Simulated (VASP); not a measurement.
## Li: single point with PBEsol

The system is Li.

```
CELL_PARAMETERS angstrom
0.00000 2.47179 1.74755
2.47179 0.00000 1.74755
2.47179 2.47179 0.00000
ATOMIC_POSITIONS crystal
Li 0.00000 0.00000 0.00000
```

This cell differs from its parent crystal: ratio of the length along z to the lengths across it x 0.707, volume and fractional coordinates fixed.

| Quantity | Value |
| --- | --- |
| Program | VASP 6.6.1 |
| Task | single point |
| Functional | PBEsol |
| Potentials or basis | VASP PAW PBE potentials, release 64 (Li_sv) |
| Cutoff | 520 eV |
| k mesh | 20 × 20 × 20 |
| Occupations | gaussian, width 0.15 eV |
| Spin | no spin polarisation |

* Band gap on the k mesh: zero (an odd number of electrons rules out a gap without spin polarisation)

Levels at points of the mesh, in eV from the Fermi level:
```csv
k point,band 1,band 2,band 3,band 4,band 5,band 6
"(0.00, 0.00, 0.00)",-46.02,-3.50,14.09,14.09,14.09,18.70
"(0.50, 0.00, 0.00)",-46.00,0.25,3.09,10.00,11.43,13.17
"(0.50, 0.50, 0.00)",-45.99,5.33,5.33,5.33,7.53,7.53
"(0.50, 0.00, 0.50)",-46.00,0.25,3.09,10.00,11.44,13.17
```

Run time: 38 s on 1 thread of Intel(R) Xeon(R) 6975P-C (Granite Rapids), with other jobs on the host, peak memory 0.2 GiB.
